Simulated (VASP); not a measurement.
**Ti3H2: relaxation of cell and atoms with PBE**

The system is Ti3H2.

```
Ti H
1.0
     2.93455    0.00000    0.00000
    -1.46728    2.54140    0.00000
     0.00000    0.00000    7.26182
Ti H
3 2
Direct
  0.00000 0.00000 0.00000
  0.33333 0.66667 0.66020
  0.66667 0.33333 0.33980
  0.33333 0.66667 0.16462
  0.66667 0.33333 0.83538
```

- Program: VASP 6.6.1
- Task: relaxation of cell and atoms
- Functional: PBE
- Potentials or basis: VASP PAW PBE potentials, release 64 (Ti_sv, H)
- Cutoff: 600 eV
- k mesh: 12 × 12 × 6
- Occupations: gaussian, width 0.1 eV
- Spin: no spin polarisation
- Dipole correction: no
- Further INCAR settings: ALGO = Fast; EDIFF = 1e-06; IBRION = 2; EDIFFG = -0.01; NSW = 100; ISIF = 3

| Item | Value |
| --- | --- |
| Relaxed volume | 10.84 Å³/atom |
| Relaxed cell | a = 2.937 Å, b = 2.937 Å, c = 7.256 Å, α = 90.00°, β = 90.00°, γ = 120.00° |
| Space group after relaxing (to 0.1 Å) | P-3m1 (No. 164) |
| Energy gained by relaxing | 0.2 meV/atom |
| Ionic steps | 9 |
| Pressure after relaxing | 0.0 GPa |
| Largest force after relaxing | 0.009 eV/Å |
| Band gap on the k mesh | zero (bands 19 and 20 overlap by 0.90 eV) |

Forces on the atoms (eV/Å):
```
Ti   0.000  0.000  0.000
Ti   0.000  0.000 -0.004
Ti   0.000  0.000  0.004
H    0.000  0.000  0.009
H    0.000  0.000 -0.009
```

Stress tensor (GPa, compression positive):
```
-0.02  0.00  0.00
 0.00 -0.02  0.00
 0.00  0.00  0.08
```

Step by step:
```tsv
step	energy change (eV)	largest force (eV/Å)	pressure (GPa)	volume (Å³)
1	0.0000	0.0952	0.74	54.16
2	0.0000	0.0424	-0.74	54.55
3	-0.0003	0.0709	-0.20	54.32
4	-0.0003	0.0657	-0.24	54.35
5	-0.0008	0.0334	-0.20	54.31
6	-0.0010	0.0084	-0.13	54.27
7	-0.0010	0.0085	-0.14	54.27
8	-0.0010	0.0081	0.09	54.18
9	-0.0010	0.0087	0.01	54.20
```

Final structure:
```
Ti H
1.0
     2.93686    0.00000    0.00000
    -1.46843    2.54339    0.00000
     0.00000    0.00000    7.25553
Ti H
3 2
Direct
  0.00000 0.00000 0.00000
  0.33333 0.66667 0.65884
  0.66667 0.33333 0.34116
  0.33333 0.66667 0.16485
  0.66667 0.33333 0.83515
```

Levels at points of the mesh, in eV from the Fermi level:
```
           k point  band 15  band 16  band 17  band 18  band 19  band 20  band 21  band 22  band 23
(0.00, 0.00, 0.00)    -4.05    -1.48    -0.51     0.65     0.65     0.76     0.78     0.78     0.79
(0.50, 0.00, 0.00)    -2.51    -2.00    -1.79    -1.09    -0.02     0.32     1.02     1.07     2.03
(0.00, 0.00, 0.50)    -2.92    -2.50    -0.07     0.47     0.47     0.51     0.96     0.96     0.97
(0.50, 0.00, 0.50)    -2.94    -1.60    -1.50    -1.07     0.26     0.27     0.49     0.93     2.36
```

Run time: 32 min on 1 thread of Oxide Virtual Turin-like Processor, on a shared host, peak memory 0.24 GiB.
